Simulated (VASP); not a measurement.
Runs of VASP 6.6.1 on Ni3Bi. Symmetry: Pm-3m, No. 221, cubic system. Conventional cell: a = 3.822 Å, b = 3.822 Å, c = 3.822 Å, α = 90.00°, β = 90.00°, γ = 90.00°. Ni (site symmetry 4/mmm) has 8 Ni at 2.70 Å and 4 Bi at 2.70 Å within 3.6 Å. Bi (site symmetry m-3m) has 12 Ni at 2.70 Å within 3.6 Å. 

```csv
level,potentials or basis,spin,k mesh,cutoff (eV),smearing,second run,gap on the mesh (eV),pressure (GPa),moment (μB)
LDA,"VASP PAW LDA potentials, release 64 (Ni, Bi_d)","collinear, ferromagnetic start",4 × 4 × 4,520,gaussian 0.1 eV,-,none,(a),0.00
PBE,"VASP PAW PBE potentials, release 64 (Ni_sv_GW, Bi_d)","collinear, ferromagnetic start","2 × 2 × 2, shifted",590,fermi-dirac 0.1 eV,valence_matched,none,-0.9,0.00
PBE,"VASP PAW PBE potentials, release 64 (Ni, Bi_d)",off,4 × 4 × 4,520,tetrahedron,-,none,2.3,-
PBE,"VASP PAW PBE potentials, release 64 (Ni, Bi_d)","collinear, ferromagnetic start","2 × 2 × 2, shifted",520,fermi-dirac 0.1 eV,-,none,1.7,0.00
```

Alike in all rows: task single point; cell as given.

Question: Estimate the missing entries.

Answer: (a) -10.7.

Caveats: all runs use coarse meshes; spin-orbit coupling is left out, which moves the levels of the heavy elements.

A k mesh can miss the band edges, and the runs leave out spin-orbit coupling on Bi.

A gap of «none» marks levels without a gap at the run's occupations.

The runs don't all hold the same shells in valence.
